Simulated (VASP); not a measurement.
# YCu6ClO8 (Fm-3m) in VASP: further runs

The runs below take YCu6ClO8 through electric field gradients, with PBE, r2SCAN.

Everything below comes from runs of VASP 6.6.1. Logs are shortened: lines on timing, memory, paths and dates and some standing lists are left out, and cuts for length are marked.

## Step 1: The cell of the first run

It takes space group Fm-3m (No. 225, cubic). The conventional cell has a = 9.293 Å, b = 9.293 Å, c = 9.293 Å, α = 90.00°, β = 90.00°, γ = 90.00°. Within 3.1 Å of Y (site symmetry m-3m) lie 8 O at 2.33 Å. Cu (site symmetry mmm) has 4 O at 1.93 Å within 2.6 Å. Cl (site symmetry m-3m) has 12 Cu at 3.29 Å and 24 O at 3.81 Å within 4.3 Å. Within 2.6 Å of O (site symmetry 3m) lie 3 Cu at 1.93 Å and 1 Y at 2.33 Å.

## Step 2: Electric field gradients, PBE

INCAR reads:

```
PREC = Accurate ; ENCUT = 520
EDIFF = 1E-8 ; ISMEAR = -1
SIGMA = 0.02 ; LREAL = Auto
LASPH = T ; NELM = 100
ALGO = Normal ; ISIF = 2
LWAVE = F ; LCHARG = F
GGA = PE ; LEFG = T
NBANDS = 80
```

KPOINTS reads:

```
regular mesh
0
Gamma
  4 4 4
```

POSCAR reads:

```
YCu6ClO8
1.0
    0.0000000000      4.6462890000      4.6462890000
    4.6462890000      0.0000000000      4.6462890000
    4.6462890000      4.6462890000      0.0000000000
Y Cu Cl O
1 6 1 8
Direct
    0.0000000000      0.0000000000      0.0000000000
    0.0000000000      0.0000000000      0.5000000000
    0.5000000000      0.0000000000      0.5000000000
    0.0000000000      0.5000000000      0.5000000000
    0.5000000000      0.5000000000      0.0000000000
    0.0000000000      0.5000000000      0.0000000000
    0.5000000000      0.0000000000      0.0000000000
    0.5000000000      0.5000000000      0.5000000000
    0.8555030000      0.8555030000      0.4334910000
    0.8555030000      0.4334910000      0.8555030000
    0.4334910000      0.8555030000      0.8555030000
    0.8555030000      0.8555030000      0.8555030000
    0.1444970000      0.1444970000      0.5665090000
    0.1444970000      0.5665090000      0.1444970000
    0.5665090000      0.1444970000      0.1444970000
    0.1444970000      0.1444970000      0.1444970000
```

Potentials or basis: VASP PAW PBE potentials, release 64 (Y_sv, Cu, Cl, O).

Run with:

```console
$ cat potpaw_PBE.64/Y_sv/POTCAR potpaw_PBE.64/Cu/POTCAR potpaw_PBE.64/Cl/POTCAR potpaw_PBE.64/O/POTCAR > POTCAR
$ mpirun -np 1 vasp_std > vasp.out
```

OUTCAR:

```text
PREC = Accurate
   ENCUT = 520
   EDIFF = 1E-8
   ISMEAR = -1
   LREAL = Auto
   LASPH = T
   NELM = 100
   ISIF = 2
   GGA = PE

 ion  position               nearest neighbor table
   1  0.000  0.000  0.000-   9 2.33  10 2.33  11 2.33  13 2.33  14 2.33  15 2.33  12 2.33  16 2.33
                             7 3.29   2 3.29   6 3.29   2 3.29   3 3.29   4 3.29   4 3.29   5 3.29
   2  0.000  0.000  0.500-  12 1.93  16 1.93  13 1.93   9 1.93   1 3.29   1 3.29
   3  0.500  0.000  0.500-   9 1.93  11 1.93  13 1.93  15 1.93   1 3.29   1 3.29
   4  0.000  0.500  0.500-   9 1.93  10 1.93  13 1.93  14 1.93   1 3.29   1 3.29
   5  0.500  0.500  0.000-  10 1.93  11 1.93  14 1.93  15 1.93   1 3.29   1 3.29
   6  0.000  0.500  0.000-  12 1.93  16 1.93  14 1.93  10 1.93   1 3.29   1 3.29
   7  0.500  0.000  0.000-  12 1.93  16 1.93  15 1.93  11 1.93   1 3.29   1 3.29
   8  0.500  0.500  0.500-
   9  0.856  0.856  0.433-   3 1.93   4 1.93   2 1.93   1 2.33
  10  0.856  0.433  0.856-   4 1.93   5 1.93   6 1.93   1 2.33
  11  0.433  0.856  0.856-   3 1.93   5 1.93   7 1.93   1 2.33
  12  0.856  0.856  0.856-   2 1.93   6 1.93   7 1.93   1 2.33
  13  0.144  0.144  0.567-   3 1.93   4 1.93   2 1.93   1 2.33
  14  0.144  0.567  0.144-   4 1.93   5 1.93   6 1.93   1 2.33
  15  0.567  0.144  0.144-   3 1.93   5 1.93   7 1.93   1 2.33
  16  0.144  0.144  0.144-   2 1.93   6 1.93   7 1.93   1 2.33

  LATTYP: Found a face centered cubic cell.
 ALAT       =     9.2925780000

  Lattice vectors:

 A1 = (   0.0000000000,   4.6462890000,   4.6462890000)
 A2 = (   4.6462890000,   0.0000000000,   4.6462890000)
 A3 = (   4.6462890000,   4.6462890000,   0.0000000000)

Analysis of symmetry for initial positions (statically):
=====================================================================
 Subroutine PRICEL returns:
 Original cell was already a primitive cell.

 Routine SETGRP: Setting up the symmetry group for a
 face centered cubic supercell.

 Subroutine GETGRP returns: Found 48 space group operations
 (whereof 48 operations were pure point group operations)
 out of a pool of 48 trial point group operations.

The static configuration has the point symmetry O_h .

Analysis of symmetry for dynamics (positions and initial velocities):
=====================================================================
 Subroutine PRICEL returns:
 Original cell was already a primitive cell.

 Routine SETGRP: Setting up the symmetry group for a
 face centered cubic supercell.

 Subroutine GETGRP returns: Found 48 space group operations
 (whereof 48 operations were pure point group operations)
 out of a pool of 48 trial point group operations.

The dynamic configuration has the point symmetry O_h .

 Subroutine INISYM returns: Found 48 space group operations
 (whereof 48 operations are pure point group operations),
 and found     1 'primitive' translations

----------------------------------------------------------------------------------------

                                     Primitive cell

  volume of cell :     200.6082

  direct lattice vectors                    reciprocal lattice vectors
     0.000000000  4.646289000  4.646289000    -0.107612764  0.107612764  0.107612764
     4.646289000  0.000000000  4.646289000     0.107612764 -0.107612764  0.107612764
     4.646289000  4.646289000  0.000000000     0.107612764  0.107612764 -0.107612764

  length of vectors
     6.570844919  6.570844919  6.570844919     0.186390774  0.186390774  0.186390774

  position of ions in fractional coordinates (direct lattice)
     0.000000000  0.000000000  0.000000000
     0.000000000  0.000000000  0.500000000
     0.500000000  0.000000000  0.500000000
     0.000000000  0.500000000  0.500000000
     0.500000000  0.500000000  0.000000000
     0.000000000  0.500000000  0.000000000
[... 8 lines left out ...]
     0.566509000  0.144497000  0.144497000
     0.144497000  0.144497000  0.144497000

  ion indices of the primitive-cell ions
   primitive index   ion index
                 1           1
                 2           2
                 3           3
                 4           4
[... 74 lines left out ...]
   ISYM   =      2    0-nonsym 1-usesym 2-fastsym
   POTIM  = 0.5000    time-step for ionic-motion
   TEBEG  =    0.0;   TEEND  =   0.0 temperature during run
   PSTRESS=    0.0 pullay stress
   NELECT =     132.0000    total number of electrons
   NUPDOWN=      -1.0000    fix difference up-down
   EMIN   =  10.00;   EMAX   =-10.00  energy-range for DOS
   EFERMI =   0.00;   METHOD = LEGACY
   ISMEAR =    -1;   SIGMA  =   0.02  broadening in eV -4-tet -1-fermi 0-gaus
   EFERMI_NEDOS =   21; number of points for ismear=-14 and -15
   IALGO  =     38    algorithm
   IMIX   =      4    mixing-type and parameters
     AMIX     =   0.40;   BMIX     =  1.00
     AMIX_MAG =   1.60;   BMIX_MAG =  1.00
  volume/ion in A,a.u.               =      12.54        84.61
  Fermi-wavevector in a.u.,A,eV,Ry     =   1.423912  2.690804 27.586171  2.027526
  Thomas-Fermi vector in A             =   2.544459
   LORBIT       =      0    0 simple, 1 ext, 2 COOP (PROOUT), +10 PAW based schemes
   GGA     = PE    functional components
   LHFCALC =     F    Hartree Fock is set to
   AEXX    =    0.0000 exact exchange contribution
   IVDW    =     0    specifies the selected vdW correction
   LEPSILON=     F    determine dielectric tensor
   LRPA    =     F    only Hartree local field effects (RPA)
 non-spin polarized calculation
  energy-cutoff  :      520.00
  volume of cell :      200.61
 maximum number of plane-waves:      5434
 NGX is ok and might be reduce to    50
   NGX = 25   NGY = 25   NGZ = 25

 number of electron     131.9999973 magnetization

 Free energy of the ion-electron system (eV)
  ---------------------------------------------------
  ext. energy  EPLUGINS =         0.00000000
  ---------------------------------------------------
  free energy    TOTEN  =       -87.67462332 eV

  energy without entropy =      -87.66437034  energy(sigma->0) =      -87.66949683

 E-fermi :   3.5092     XC(G=0): -10.7195

 val. band max:        3.4566289355   @ k =   0.2500   0.2500   0.0000
 cond. band min:       3.5464586761   @ k =   0.5000   0.0000   0.0000
 fundamental gap:      0.0898297406
 Fermi energy:         3.5092212858

 k-point     1 :       0.0000    0.0000    0.0000
  band No.  band energies     occupation
      1     -37.0711      2.00000
      2     -17.6162      2.00000
      3     -17.6162      2.00000
      4     -17.6162      2.00000
      5     -15.4952      2.00000
      6     -14.4932      2.00000
[... 637 lines left out ...]
     77      10.4361      0.00000
     78      10.7356      0.00000
 [bands above 78 left out]

------------------------ aborting loop because EDIFF is reached ----------------------------------------

  FORCE on cell =-STRESS in cart. coord.  units (eV):
  Direction    XX          YY          ZZ          XY          YZ          ZX
  --------------------------------------------------------------------------------------
  -------------------------------------------------------------------------------------
  Total        0.1187975      0.1187975      0.1187975      0.0000000      0.0000000      0.0000000
  in kB        0.9487878      0.9487878      0.9487878      0.0000000      0.0000000      0.0000000
  external PRESSURE =       0.9487878 kB  Pullay stress =       0.0000000 kB

 VOLUME and BASIS-vectors are now :
 -----------------------------------------------------------------------------
  energy-cutoff  :      520.00
  volume of cell :      200.61
      direct lattice vectors                 reciprocal lattice vectors
     0.000000000  4.646289000  4.646289000    -0.107612764  0.107612764  0.107612764
     4.646289000  0.000000000  4.646289000     0.107612764 -0.107612764  0.107612764
     4.646289000  4.646289000  0.000000000     0.107612764  0.107612764 -0.107612764

 POSITION                                       TOTAL-FORCE (eV/Angst)
 -----------------------------------------------------------------------------------
      0.00000      0.00000      0.00000        -0.000000      0.000000      0.000000
      2.32314      2.32314      0.00000        -0.000000      0.000000      0.000000
      2.32314      4.64629      2.32314        -0.000000      0.000000      0.000000
      4.64629      2.32314      2.32314        -0.000000      0.000000      0.000000
      2.32314      2.32314      4.64629        -0.000000      0.000000      0.000000
      2.32314      0.00000      2.32314        -0.000000      0.000000      0.000000
[... 8 lines left out ...]
      1.34275      3.30354      3.30354        -0.051414      0.051414      0.051414
      1.34275      1.34275      1.34275        -0.051414     -0.051414     -0.051414
 -----------------------------------------------------------------------------------
    total drift:                                0.000000     -0.000000      0.000000

  FREE ENERGIE OF THE ION-ELECTRON SYSTEM (eV)
  ---------------------------------------------------
  free  energy   TOTEN  =       -87.6746233210 eV

  energy  without entropy=      -87.6643703381  energy(sigma->0) =      -87.66949683

 Electric field gradients (V/A^2)
---------------------------------------------------------------------
 ion       V_xx      V_yy      V_zz      V_xy      V_xz      V_yz
---------------------------------------------------------------------
   1      -0.000    -0.000     0.000    -0.002    -0.002    -0.002
   2     -15.171   -15.171    30.343    42.583     0.002     0.002
   3     -15.171    30.343   -15.171     0.002   -42.576     0.002
   4      30.343   -15.171   -15.171     0.002     0.002   -42.576
   5     -15.171   -15.171    30.343   -42.576     0.002     0.002
   6     -15.171    30.343   -15.171     0.002    42.583     0.002
[... 8 lines left out ...]
  15      -0.001     0.000     0.000    64.777    64.777   -64.773
  16      -0.000     0.000    -0.000   -64.772   -64.772   -64.772
---------------------------------------------------------------------

 Electric field gradients after diagonalization (V/A^2)
 (convention: |V_zz| > |V_xx| > |V_yy|)
----------------------------------------------------------------------
 ion       V_xx      V_yy      V_zz     asymmetry (V_yy - V_xx)/ V_zz
----------------------------------------------------------------------
   1       0.002     0.002    -0.004       0.000
   2      30.343    27.412   -57.755       0.051
   3      30.343    27.404   -57.747       0.051
   4      30.343    27.404   -57.747       0.051
   5      30.343    27.404   -57.747       0.051
   6      30.343    27.412   -57.755       0.051
[... 8 lines left out ...]
  15      64.777    64.774  -129.551       0.000
  16      64.772    64.772  -129.544       0.000
----------------------------------------------------------------------

           NMR quadrupolar parameters

 Cq : quadrupolar parameter    Cq=e*Q*V_zz/h
 eta: asymmetry parameters     (V_yy - V_xx)/ V_zz
 Q  : nuclear electric quadrupole moment in mb (millibarn)
----------------------------------------------------------------------
 ion       Cq(MHz)       eta       Q (mb)
----------------------------------------------------------------------
   1      -0.000       0.000       1.000
   2      -0.140       0.051       1.000
   3      -0.140       0.051       1.000
   4      -0.140       0.051       1.000
   5      -0.140       0.051       1.000
   6      -0.140       0.051       1.000
[... 8 lines left out ...]
  15      -0.313       0.000       1.000
  16      -0.313       0.000       1.000
----------------------------------------------------------------------
```

It took 4.3 min on 1 thread of Intel Xeon 6975P-C (Granite Rapids), shared host; peak memory 0.4 GiB.

What came out:

```
Free energy            : -87.6746 eV
Pressure               : 0.1 GPa
Largest force          : 0.089 eV/Å
Band gap on the k mesh : zero (band 66 reaches 3.58 eV, above the bottom of band 67 at 3.08 eV)
```

Forces on the atoms (eV/Å):
```
Y    0.000  0.000  0.000
Cu   0.000  0.000  0.000
Cu   0.000  0.000  0.000
Cu   0.000  0.000  0.000
Cu   0.000  0.000  0.000
Cu   0.000  0.000  0.000
Cu   0.000  0.000  0.000
Cl   0.000  0.000  0.000
O   -0.051 -0.051  0.051
O   -0.051  0.051 -0.051
O    0.051 -0.051 -0.051
O    0.051  0.051  0.051
O    0.051  0.051 -0.051
O    0.051 -0.051  0.051
O   -0.051  0.051  0.051
O   -0.051 -0.051 -0.051
```

Electric field gradients, principal values (V/Å²):
| atom | least | middle | greatest (by size) |
| --- | --- | --- | --- |
| 1 Y | 0.002 | 0.002 | -0.004 |
| 2 Cu | 27.412 | 30.343 | -57.755 |
| 3 Cu | 27.404 | 30.343 | -57.747 |
| 4 Cu | 27.404 | 30.343 | -57.747 |
| 5 Cu | 27.404 | 30.343 | -57.747 |
| 6 Cu | 27.412 | 30.343 | -57.755 |
| 7 Cu | 27.412 | 30.343 | -57.755 |
| 8 Cl | 0.002 | 0.002 | -0.005 |
| 9 O | 64.774 | 64.777 | -129.551 |
| 10 O | 64.774 | 64.777 | -129.551 |
| 11 O | 64.774 | 64.777 | -129.551 |
| 12 O | 64.772 | 64.772 | -129.544 |
| 13 O | 64.774 | 64.777 | -129.551 |
| 14 O | 64.774 | 64.777 | -129.551 |
| 15 O | 64.774 | 64.777 | -129.551 |
| 16 O | 64.772 | 64.772 | -129.544 |

Caveat: without QUAD_EFG the Cq values of the log hold for a quadrupole moment of 1 mb, not for the nuclei; semilocal functionals often make such compounds metallic where correlation or magnetic order opens a gap, which also shifts bond lengths. With open d or f shells a metallic result of PBE can be an artefact of self-interaction; +U or a hybrid may open a gap.

(Continued in part 2 of 2.)
